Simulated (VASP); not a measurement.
Cr:

```
Cr
1.0
     2.49730    0.00000    0.00000
    -1.24865    2.16273    0.00000
     0.00000    0.00000    2.28777
Cr
1
Direct
  0.00000 0.00000 0.00000
```

This isn't the form of Cr at room conditions, which is bcc.

Base run:

* Program: VASP 6.6.1
* Functional: PBE
* Potentials or basis: VASP PAW PBE potentials, release 64 (Cr_sv)
* Cutoff: 700 eV
* k mesh: 9 × 9 × 8
* Occupations: gaussian, width 0.1 eV
* Spin: no spin polarisation

Its results: band gap on the k mesh zero (bands 7 and 8 overlap by 0.72 eV); pressure -0.7 GPa.

Problem. The run is repeated on the same cell with these changes: potentials or basis from VASP PAW PBE potentials, release 64 (Cr_sv) to VASP PAW PBE potentials, release 64 (Cr_pv); cutoff from 700 eV to 520 eV; further incar settings from ALGO = Normal; EDIFF = 1e-06; NBANDS = 13 to ALGO = Normal; EDIFF = 1e-07; NBANDS = 12; valence electrons from 14 to 12. What comes out?

Solution. Band gap on the k mesh zero (bands 6 and 7 overlap by 0.72 eV); pressure -0.3 GPa.

Caveats: the run has no spin polarisation, though such a crystal can be magnetic; an empty level that is flat over the whole mesh can mark a ghost state of the potentials, or a narrow d or f band (at least some runs).
